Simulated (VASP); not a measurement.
A run of VASP 6.6.1 is set up as follows.

File INCAR:

```
PREC = Accurate
ENCUT = 520
EDIFF = 1E-6
ISMEAR = 0
SIGMA = 0.15
LREAL = Auto
LASPH = True
NELM = 60
ALGO = Normal
ISIF = 2
LWAVE = False
LCHARG = False
GGA = PS
NBANDS = 107
```

The input KPOINTS:

```
Automatic mesh
0
Gamma
  4 4 1
```

POSCAR

```
HfW8C8Cl4
1.0
    5.7250800000      0.0000000000      0.0000000000
   -2.8625400000      4.9580650000      0.0000000000
    0.0000000000      0.0000000000     17.2106650000
W C Hf Cl
8 8 1 4
Direct
    0.0000000000      0.0000000000      0.0581035073
    0.0000914148      0.0000413468      0.2242811071
    0.0000000504      0.5000001008      0.0581035073
    0.0000893923      0.5000313630      0.2242400860
    0.5000000000      0.0000000000      0.0581035073
    0.5000680809      0.0000359011      0.2243315990
    0.5000000504      0.5000001008      0.0581035073
    0.5000652516      0.5000243038      0.2243131802
    0.3333660792      0.1666811548      0.1347832289
    0.3333307501      0.1667208881      0.2896343633
    0.3333830606      0.6667032401      0.1347728865
    0.3332565925      0.6665753676      0.2896068804
    0.8333336798      0.1666498926      0.1347685868
    0.8336726980      0.1669143103      0.2896336080
    0.8333475712      0.6666727846      0.1347669018
    0.8336056754      0.6667879505      0.2896568494
    0.0369894678      0.9195534952      0.5813375602
    0.4735212206      1.0035523939      0.5828609760
    0.1213674636      1.3562770960      0.5806901128
   -0.1786165152      0.6986868869      0.4695116081
   -0.1776108460      0.7064221627      0.6945265625
```

Potentials or basis: VASP PAW PBE potentials, release 64 (W_sv, C, Hf_pv, Cl).

The run is started by

```bash
$ cat potpaw_PBE.64/W_sv/POTCAR potpaw_PBE.64/C/POTCAR potpaw_PBE.64/Hf_pv/POTCAR potpaw_PBE.64/Cl/POTCAR > POTCAR
$ mpirun -np 1 vasp_std > vasp.out
```

Q: Predict the largest force.

A: 0.115 eV/Å.

Q: Estimate the band gap on the k mesh.

A: Zero (bands 91 and 92 overlap by 0.70 eV).

Forces on the atoms (eV/Å):
```
W    0.002  0.000 -0.066
W   -0.004  0.016 -0.062
W    0.001  0.001 -0.071
W    0.005 -0.005 -0.035
W    0.001  0.001 -0.066
W    0.006  0.006 -0.043
W    0.002  0.001 -0.063
W   -0.004 -0.002 -0.057
C    0.001  0.000  0.013
C   -0.011  0.005  0.106
C    0.001 -0.001  0.012
C    0.007 -0.009  0.107
C   -0.001  0.000  0.012
C    0.007 -0.008  0.092
C   -0.001  0.000  0.012
C   -0.007  0.001  0.115
Hf   0.023  0.015  0.008
Cl  -0.097  0.001 -0.005
Cl   0.048 -0.096 -0.007
Cl   0.002  0.036  0.075
Cl   0.020  0.037 -0.077
```

Caveat: there is no dipole correction, which matters where the two faces differ; the PAW data sets were made with another functional, which shifts forces and pressure a little; spin-orbit coupling is left out, which moves the levels of the heavy elements.
